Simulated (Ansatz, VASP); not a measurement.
Given: the input of a run of Ansatz 0.2.0 on Rb.

File input.yaml:

```yaml
crystal:
  lattice:
    - [-2.901847, 2.869306, 2.776507]
    - [2.954543, -2.893221, 2.859393]
    - [2.909885, 2.901259, -2.802381]
  atoms:
    - { symbol: Rb, position: [-0.005628, 0.00257, -0.003824] }
kpoints:
  mp_grid: { grid: [7, 7, 7] }
scf:
  occupations: { method: fermi_dirac, width: 0.05 }
hamiltonian:
  xc: pbe
  pseudopotentials: { kind: all_electron, lapw: { basis_error: 0.001 } }
output:
  forces: true
  stress: true
  eigenvalues: true
  populations: true
```

Potentials or basis: all-electron LAPW, scalar-relativistic.

Run with:

```console
$ ansatz run input.yaml --threads 1 --pin off --max-ram 2560MiB --backend cpu --events-out ev --progress --plain --runs-dir out
```

Question: Translate it to VASP 6.6.1. Potentials there: VASP PAW PBE potentials, release 64 (Rb_sv).

Answer: As run (the cutoff follows the program's own potentials):

The input INCAR:

```
  ALGO = Fast
  EDIFF = 1E-7
  ENCUT = 520
  GGA = PE
  ISIF = 2
  ISMEAR = -1
  LASPH = True
  LCHARG = False
  LREAL = False
  LWAVE = False
  NBANDS = 10
  NELM = 100
  PREC = Accurate
  SIGMA = 0.05
```

Contents of KPOINTS:

```
k-points
0
Gamma
  7 7 7
```

File POSCAR:

```
Rb
1.0
   -2.9018470000      2.8693060000      2.7765070000
    2.9545430000     -2.8932210000      2.8593930000
    2.9098850000      2.9012590000     -2.8023810000
Rb
1
Direct
   -0.0056280000      0.0025700000     -0.0038240000
```

Potentials or basis: VASP PAW PBE potentials, release 64 (Rb_sv).

Command:

```console
$ cat potpaw_PBE.64/Rb_sv/POTCAR > POTCAR
$ mpirun -np 1 vasp_std > vasp.out
```

Both were run:

|  | VASP | Ansatz | Ansatz less VASP |
| --- | --- | --- | --- |
| gap on the k mesh at the Fermi level (eV) | none | none | - |
| pressure (GPa) | -0.1 | -0.1 | 0.00 |

A gap of «none» marks a metal or a gap that the smearing closes. Ansatz ran all-electron here, and VASP with PAW potentials.
